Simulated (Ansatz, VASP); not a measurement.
One calculation of Zn2GeN2, two programs

```
Zn Ge N
1.0
    -1.91193    1.91193    4.57577
     1.91193   -1.91193    4.57577
     1.91193    1.91193   -4.57577
Zn Ge N
2 1 2
Direct
  0.37000 0.37000 0.00000
  0.63000 0.63000 0.00000
  0.00000 0.00000 0.00000
  0.75000 0.25000 0.50000
  0.25000 0.75000 0.50000
```

Change from the starting cell: species swapped into the TmSi2Pt2 type (I4/mmm, No. 139).

Alike in both runs: task single point; functional PBE; k mesh 6 × 6 × 6; occupations gaussian, width 0.1 eV; no spin polarisation.

|  | VASP | Ansatz |
| --- | --- | --- |
| version | VASP 6.6.1 | Ansatz 0.2.0 |
| potentials or method | VASP PAW PBE potentials, release 64 (Zn, Ge_d, N), cutoff 520 eV | scalar-relativistic, plane waves, PAW |
| valence electrons in the cell | 48 | 48 |

```csv
,VASP,Ansatz,Ansatz less VASP
gap on the k mesh at the Fermi level (eV),none,none,-
pressure (GPa),-6.6,-7.0,-0.36
"traceless stress, the component that is largest in VASP (GPa)",3.34,3.35,+0.011
rms of the force components (eV/Å),0.702,0.709,+0.0076
```

Atom by atom the forces differ by 0.008 eV/Å (rms over components). A gap of «none» marks a metal or a gap that the smearing closes.

The k mesh is coarse, so the values compare programs but aren't converged.
